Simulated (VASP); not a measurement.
Wanted: the native input for a VASP 6.6.1 run.

* Task: single point
* Functional: PBEsol
* Potentials or basis: VASP PAW PBE potentials, release 64 (In_d, Se)
* Cutoff: 520 eV
* k mesh: 7 × 7 × 6
* Occupations: fermi-dirac, width 0.02 eV
* Spin: no spin polarisation
* Dipole correction: no
* Further INCAR settings: ALGO = Normal; EDIFF = 1e-07; NBANDS = 27

The structure of InSe lies in POSCAR:

```
InSe
1.0
    5.8285195928     -2.0412076381      0.0000000000
    5.8285195928      2.0412076381      0.0000000000
   -1.5886810392      0.0000000000      4.2946377038
In Se
2 2
Direct
    0.8840000000      0.8840000000      0.0050000000
    0.1160000000      0.1160000000      0.9950000000
    0.6600000000      0.6600000000      0.6420000000
    0.3400000000      0.3400000000      0.3580000000
```

The input as run:

INCAR

```
SYSTEM = InSe
  PREC = Accurate
  ENCUT = 520
  EDIFF = 1E-7
  ISMEAR = -1
  SIGMA = 0.02
  LREAL = .FALSE.
  LASPH = .TRUE.
  NELM = 80
  ALGO = Normal
  ISIF = 2
  LWAVE = .FALSE.
  LCHARG = .FALSE.
  GGA = PS
  NBANDS = 27
```

KPOINTS

```
Automatic mesh
0
G
  7 7 6
  0 0 0
```

Potentials or basis: VASP PAW PBE potentials, release 64 (In_d, Se).

Launch:

```sh
$ cat potpaw_PBE.64/In_d/POTCAR potpaw_PBE.64/Se/POTCAR > POTCAR
$ mpirun -np 1 vasp_std > vasp.out
```

Results of the run:

```json
{"Pressure": "1.2 GPa", "Largest force": "0.781 eV/Å", "Band gap on the k mesh": "0.93 eV (least direct gap 1.29 eV)"}
```

Caveat: the PAW data sets were made with another functional, which shifts forces and pressure a little; spin-orbit coupling is left out, which moves the levels of the heavy elements; an odd mesh through Γ misses points on the zone boundary, where band edges can lie.

It took 2.5 min on 1 thread of AMD EPYC 9R45 96-Core Processor (Zen 5) (shared host), peak memory 0.38 GiB.
